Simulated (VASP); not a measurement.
# SiNi (Pnma) in VASP: a series of runs

Runs on SiNi. Level: PBE. Tasks: single point, relaxation of cell and atoms.

Program: VASP 6.6.1. These are calculated values, not measurements. Logs are shortened: lines on timing, memory, paths and dates and some standing lists are left out, and cuts for length are marked.

## 1. The cell of the first run

The structure is orthorhombic, space group Pnma (No. 62). Conventional cell: a = 5.151 Å, b = 3.378 Å, c = 5.619 Å, α = 90.00°, β = 90.00°, γ = 90.00°. Si (site symmetry m) has 6 Ni at 2.29 to 2.41 Å and 2 Si at 2.67 Å within 3.0 Å. Ni (site symmetry m) has 6 Si at 2.29 to 2.41 Å and 4 Ni at 2.67 to 2.71 Å within 3.0 Å.

## 2. Single point, PBE

INCAR

```
SYSTEM = SiNi
PREC     = Accurate       ! precision mode
ENCUT    = 520            ! plane-wave cutoff, eV
EDIFF    = 1E-6           ! SCF threshold, eV
ISMEAR   = 0              ! smearing method
SIGMA    = 0.05           ! smearing width, eV
LREAL    = .FALSE.        ! projectors in reciprocal space
LASPH    = .TRUE.         ! aspherical terms in the spheres
NELM     = 60             ! most SCF steps
ALGO     = Normal         ! electronic algorithm
ISIF     = 2              ! what is computed and relaxed
LWAVE    = .FALSE.        ! write WAVECAR
LCHARG   = .TRUE.         ! write CHGCAR
GGA      = PE             ! functional
LELF     = .TRUE.         ! ELF
LVHAR    = .TRUE.       
NBANDS   = 38             ! bands
```

KPOINTS

```
regular mesh
0
G
  8 10 6
  0 0 0
```

POSCAR

```
SiNi
1.0
    5.1512638233      0.0000000000      0.0000000000
    0.0000000000      3.3777626561      0.0000000000
    0.0000000000      0.0000000000      5.6187209156
Si Ni
4 4
Direct
    0.3213548224      0.7500000000      0.0841687650
    0.1786451776      0.2500000000      0.5841687650
    0.8213548224      0.7500000000      0.4158312350
    0.6786451776      0.2500000000      0.9158312350
    0.0083050818      0.2500000000      0.1884531365
    0.4916949182      0.7500000000      0.6884531365
    0.5083050818      0.2500000000      0.3115468635
    0.9916949182      0.7500000000      0.8115468635
```

Potentials or basis: VASP PAW PBE potentials, release 64 (Si, Ni).

Started as:

```sh
$ cat potpaw_PBE.64/Si/POTCAR potpaw_PBE.64/Ni/POTCAR > POTCAR
$ mpirun -np 1 vasp_std > vasp.out
```

OUTCAR:

```text
SYSTEM = SiNi
   PREC = Accurate
   ENCUT = 520
   EDIFF = 1E-6
   ISMEAR = 0
   LREAL = .FALSE.
   LASPH = .TRUE.
   NELM = 60
   ISIF = 2
   GGA = PE

 ion  position               nearest neighbor table
   1  0.321  0.750  0.084-   8 2.29   7 2.33   7 2.33   6 2.39   5 2.41   5 2.41   4 2.67   4 2.67

   2  0.179  0.250  0.584-   7 2.29   8 2.33   8 2.33   5 2.39   6 2.41   6 2.41   3 2.67   3 2.67

   3  0.821  0.750  0.416-   6 2.29   5 2.33   5 2.33   8 2.39   7 2.41   7 2.41   2 2.67   2 2.67

   4  0.679  0.250  0.916-   5 2.29   6 2.33   6 2.33   7 2.39   8 2.41   8 2.41   1 2.67   1 2.67

   5  0.008  0.250  0.188-   4 2.29   3 2.33   3 2.33   2 2.39   1 2.41   1 2.41   7 2.67   7 2.67
                             8 2.71   8 2.71
   6  0.492  0.750  0.688-   3 2.29   4 2.33   4 2.33   1 2.39   2 2.41   2 2.41   8 2.67   8 2.67
                             7 2.71   7 2.71
   7  0.508  0.250  0.312-   2 2.29   1 2.33   1 2.33   4 2.39   3 2.41   3 2.41   5 2.67   5 2.67
                             6 2.71   6 2.71
   8  0.992  0.750  0.812-   1 2.29   2 2.33   2 2.33   3 2.39   4 2.41   4 2.41   6 2.67   6 2.67
                             5 2.71   5 2.71

  LATTYP: Found a simple orthorhombic cell.
 ALAT       =     3.3777626561
 B/A-ratio  =     1.5250520382
 C/A-ratio  =     1.6634445601

  Lattice vectors:

 A1 = (   0.0000000000,  -3.3777626561,   0.0000000000)
 A2 = (   5.1512638233,   0.0000000000,   0.0000000000)
 A3 = (   0.0000000000,   0.0000000000,   5.6187209156)

Analysis of symmetry for initial positions (statically):
=====================================================================
 Subroutine PRICEL returns:
 Original cell was already a primitive cell.

 Routine SETGRP: Setting up the symmetry group for a
 simple orthorhombic supercell.

 Subroutine GETGRP returns: Found  8 space group operations
 (whereof  2 operations were pure point group operations)
 out of a pool of  8 trial point group operations.

The static configuration has the point symmetry S_2 .
 The point group associated with its full space group is D_2h.

Analysis of symmetry for dynamics (positions and initial velocities):
=====================================================================
 Subroutine PRICEL returns:
 Original cell was already a primitive cell.

 Routine SETGRP: Setting up the symmetry group for a
 simple orthorhombic supercell.

[... 116 lines left out ...]
   NELM   =     60;   NELMIN=  2; NELMDL= -5     # of ELM steps
   EDIFF  = 0.1E-05   stopping-criterion for ELM
   LREAL  =      F    real-space projection
   EDIFFG = 0.1E-04   stopping-criterion for IOM
   NSW    =      0    number of steps for IOM
   IBRION =     -1    ionic relax: 0-MD 1-quasi-New 2-CG
   NFREE  =      0    steps in history (QN), initial steepest desc. (CG)
   ISIF   =      2    stress and relaxation
   ISYM   =      2    0-nonsym 1-usesym 2-fastsym
   POTIM  = 0.5000    time-step for ionic-motion
   TEBEG  =    0.0;   TEEND  =   0.0 temperature during run
   PSTRESS=    0.0 pullay stress
   NELECT =      56.0000    total number of electrons
   NUPDOWN=      -1.0000    fix difference up-down
   EMIN   =  10.00;   EMAX   =-10.00  energy-range for DOS
   EFERMI =   0.00;   METHOD = LEGACY
   ISMEAR =     0;   SIGMA  =   0.05  broadening in eV -4-tet -1-fermi 0-gaus
   EFERMI_NEDOS =   21; number of points for ismear=-14 and -15
   IALGO  =     38    algorithm
   IMIX   =      4    mixing-type and parameters
     AMIX     =   0.40;   BMIX     =  1.00
     AMIX_MAG =   1.60;   BMIX_MAG =  1.00
  volume/ion in A,a.u.               =      12.22        82.47
  Fermi-wavevector in a.u.,A,eV,Ry     =   1.359599  2.569269 25.150483  1.848508
  Thomas-Fermi vector in A             =   2.486333
   LORBIT       =      0    0 simple, 1 ext, 2 COOP (PROOUT), +10 PAW based schemes
   GGA     = PE    functional components
   LHFCALC =     F    Hartree Fock is set to
   AEXX    =    0.0000 exact exchange contribution
   IVDW    =     0    specifies the selected vdW correction
   LEPSILON=     F    determine dielectric tensor
   LRPA    =     F    only Hartree local field effects (RPA)
 non-spin polarized calculation
 Gauss-broadening in eV      SIGMA  =   0.05
  energy-cutoff  :      520.00
  volume of cell :       97.76
 maximum number of plane-waves:      2664
 NGX is ok and might be reduce to    40
   NGX = 19   NGY = 13   NGZ = 21

 number of electron      55.9999991 magnetization

 Free energy of the ion-electron system (eV)
  ---------------------------------------------------
  ext. energy  EPLUGINS =         0.00000000
  ---------------------------------------------------
  free energy    TOTEN  =       -47.60526055 eV

  energy without entropy =      -47.60324410  energy(sigma->0) =      -47.60425233

 E-fermi :  10.2805     XC(G=0): -12.1676

 val. band max:       10.2720553570   @ k =   0.1250   0.2000   0.3333
 cond. band min:      10.2851593675   @ k =   0.1250   0.4000   0.0000
 fundamental gap:      0.0131040105
 Fermi energy:        10.2804934188

 k-point     1 :       0.0000    0.0000    0.0000
  band No.  band energies     occupation
      1      -2.6192      2.00000
      2       0.7052      2.00000
      3       1.9852      2.00000
      4       2.5741      2.00000
      5       3.8686      2.00000
      6       4.3357      2.00000
[... 973 lines left out ...]
     37      16.2489      0.00000
     38      16.8329      0.00000

 [... further k-points ...]
[... 5 lines left out ...]
  --------------------------------------------------------------------------------------
  -------------------------------------------------------------------------------------
  Total        0.0179016     -0.0500656      0.0210099      0.0000000      0.0000000      0.0000000
  in kB        0.2933748     -0.8204828      0.3443133      0.0000000      0.0000000      0.0000000
  external PRESSURE =      -0.0609316 kB  Pullay stress =       0.0000000 kB

 VOLUME and BASIS-vectors are now :
 -----------------------------------------------------------------------------
  energy-cutoff  :      520.00
  volume of cell :       97.76
      direct lattice vectors                 reciprocal lattice vectors
     5.151263823  0.000000000  0.000000000     0.194127118  0.000000000  0.000000000
     0.000000000  3.377762656  0.000000000     0.000000000  0.296053957  0.000000000
     0.000000000  0.000000000  5.618720916     0.000000000  0.000000000  0.177976450

 POSITION                                       TOTAL-FORCE (eV/Angst)
 -----------------------------------------------------------------------------------
      1.65538      2.53332      0.47292         0.000906     -0.000000      0.004325
      0.92025      0.84444      3.28228        -0.000906      0.000000      0.004325
      4.23102      2.53332      2.33644         0.000906     -0.000000     -0.004325
      3.49588      0.84444      5.14580        -0.000906      0.000000     -0.004325
      0.04278      0.84444      1.05887         0.011177     -0.000000     -0.001610
      2.53285      2.53332      3.86823        -0.011177      0.000000     -0.001610
      2.61841      0.84444      1.75049         0.011177      0.000000      0.001610
      5.10848      2.53332      4.55986        -0.011177      0.000000      0.001610
 -----------------------------------------------------------------------------------
    total drift:                                0.000000      0.000000     -0.000000

  FREE ENERGIE OF THE ION-ELECTRON SYSTEM (eV)
  ---------------------------------------------------
  free  energy   TOTEN  =       -47.6052605541 eV

  energy  without entropy=      -47.6032441026  energy(sigma->0) =      -47.60425233
```

OSZICAR:

```text
N       E                     dE             d eps       ncg     rms          rms(c)
DAV:   1     0.365906850798E+03    0.36591E+03   -0.24240E+04  9120   0.172E+03
DAV:   2    -0.235126363972E+02   -0.38942E+03   -0.37358E+03  9132   0.363E+02
DAV:   3    -0.536107221981E+02   -0.30098E+02   -0.28994E+02 10246   0.120E+02
DAV:   4    -0.546129281245E+02   -0.10022E+01   -0.99586E+00 10814   0.201E+01
DAV:   5    -0.546470475793E+02   -0.34119E-01   -0.34107E-01 11210   0.356E+00    0.279E+01
DAV:   6    -0.645534443778E+02   -0.99064E+01   -0.13418E+02 10612   0.171E+02    0.380E+01
DAV:   7    -0.475944288451E+02    0.16959E+02   -0.43314E+01 10692   0.106E+02    0.609E+00
DAV:   8    -0.477173692200E+02   -0.12294E+00   -0.65463E+00 13390   0.200E+01    0.386E+00
DAV:   9    -0.476074913390E+02    0.10988E+00   -0.58720E-01 11364   0.980E+00    0.773E-01
DAV:  10    -0.476066122900E+02    0.87905E-03   -0.22821E-02 11076   0.163E+00    0.482E-01
DAV:  11    -0.476053088567E+02    0.13034E-02   -0.43112E-03 12966   0.804E-01    0.114E-01
DAV:  12    -0.476053069400E+02    0.19167E-05   -0.31129E-04 10610   0.117E-01    0.678E-02
DAV:  13    -0.476052607979E+02    0.46142E-04   -0.74881E-05 14124   0.106E-01    0.199E-02
DAV:  14    -0.476052611830E+02   -0.38508E-06   -0.17517E-05 10262   0.215E-02    0.454E-03
DAV:  15    -0.476052605541E+02    0.62889E-06   -0.40260E-07  5712   0.487E-03
   1 F= -.47605261E+02 E0= -.47604252E+02  d E =-.201645E-02
```

Wall time 2.9 min (1 thread of Intel Xeon 6975P-C (Granite Rapids), shared host); peak memory 0.45 GiB.

Results:

```yaml
Free_energy: -47.6053 eV
Pressure: 0.0 GPa
Largest_force: 0.011 eV/Å
Band_gap_on_the_k_mesh: zero (bands 28 and 29 overlap by 1.81 eV)
```

Forces in eV/Å, atoms in the order of the input:
```
Si   0.001  0.000  0.004
Si  -0.001  0.000  0.004
Si   0.001  0.000 -0.004
Si  -0.001  0.000 -0.004
Ni   0.011  0.000 -0.002
Ni  -0.011  0.000 -0.002
Ni   0.011  0.000  0.002
Ni  -0.011  0.000  0.002
```

Spin polarisation is off, so any magnetic state and its effect on volume and gap are missing.

(Part 1 of 2 ends here.)
